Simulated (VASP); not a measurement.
Crystal: Te3WCl2.

```
Te W Cl
1.0
     5.21206    0.00000    0.00000
    -2.60603    4.51378    0.00000
     0.00000    0.00000    7.25988
Te W Cl
3 1 2
Direct
  0.50000 0.00000 0.00000
  0.00000 0.50000 0.00000
  0.50000 0.50000 0.00000
  0.00000 0.00000 0.50000
  0.33333 0.66667 0.50000
  0.66667 0.33333 0.50000
```

Base run:

| Quantity | Value |
| --- | --- |
| Program | VASP 6.6.1 |
| Functional | PBE |
| Potentials or basis | VASP PAW PBE potentials, release 64 (Te, W_sv, Cl) |
| Cutoff | 520 eV |
| k mesh | 6 × 6 × 4 |
| Occupations | gaussian, width 0.1 eV |
| Spin | no spin polarisation |

Its results: pressure 12.4 GPa.

**Question.** The run is repeated on the same cell with these changes: spin from no spin polarisation to collinear spin, ferrimagnetic start; further incar settings from ALGO = Normal; EDIFF = 1e-07; NBANDS = 32 to ALGO = Normal; EDIFF = 1e-06; NBANDS = 36. What comes out?

**Answer.** Pressure 15.1 GPa; net moment 3.21 μB per cell; site moments Te -0.12; W +3.04; Cl -0.06 μB.
